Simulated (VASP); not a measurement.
Here is a VASP 6.6.1 calculation.

The input INCAR:

```
  PREC = Accurate
  ENCUT = 520
  EDIFF = 1E-6
  ISMEAR = 0
  SIGMA = 0.15
  LREAL = F
  LASPH = T
  NELM = 80
  ALGO = Fast
  ISIF = 2
  LWAVE = F
  LCHARG = F
  GGA = PE
  NBANDS = 10
```

KPOINTS

```
Automatic mesh
0
Gamma
  14 14 14
```

File POSCAR:

```
K
1.0
   -2.6965400000      2.6965400000      2.5394600000
    2.6965400000     -2.6965400000      2.5394600000
    2.6965400000      2.6965400000     -2.5394600000
K
1
Direct
    0.0000000000      0.0000000000      0.0000000000
```

Potentials or basis: VASP PAW PBE potentials, release 64 (K_sv).

The run is started by

```console
$ cat potpaw_PBE.64/K_sv/POTCAR > POTCAR
$ mpirun -np 1 vasp_std > vasp.out
```

**Question.** Predict the band gap on the k mesh.

**Answer.** Zero (an odd number of electrons rules out a gap without spin polarisation).

**Question.** Estimate the pressure.

**Answer.** 0.0 GPa.

Caveat: the cell differs from its parent crystal (strain +0.030 along x and y, -0.030 along z).
